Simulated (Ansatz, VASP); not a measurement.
CuI: VASP beside Ansatz

```
Cu I
1.0
     0.00000    3.01203    3.01203
     3.01203    0.00000    3.01203
     3.01203    3.01203    0.00000
Cu I
1 1
Direct
  0.00000 0.00000 0.00000
  0.25000 0.25000 0.25000
```

Alike in both runs: task single point; functional PBE-based global hybrid with a share of 0.35 of exact exchange; k mesh 4 × 4 × 4; no spin polarisation.

```csv
,VASP,Ansatz
version,VASP 6.6.1,Ansatz 0.2.0
potentials or method,"VASP PAW PBE potentials, release 64 (Cu, I)",plane waves
plane-wave cutoff (eV),520,420
occupations,"gaussian, width 0.01 eV",fixed
valence electrons in the cell,18,36
```

VASP gave:

```
gap on the k mesh at the Fermi level (eV) : 4.22
pressure (GPa)                            : 1.2
```

**Question.** Which values does Ansatz return?

**Answer.** gap on the k mesh at the Fermi level (eV): 4.25; pressure (GPa): 1.6.

VASP's potentials were made for PBE, not for PBE-based global hybrid. VASP's potentials hold 18 valence electrons a cell and Ansatz's 36, so a difference there can come from the potentials and not from the codes. Ansatz's warnings: stress exchange threshold loose, stress scf threshold loose.

The k mesh is coarse, so the values compare programs but aren't converged. Spin-orbit coupling is off throughout.
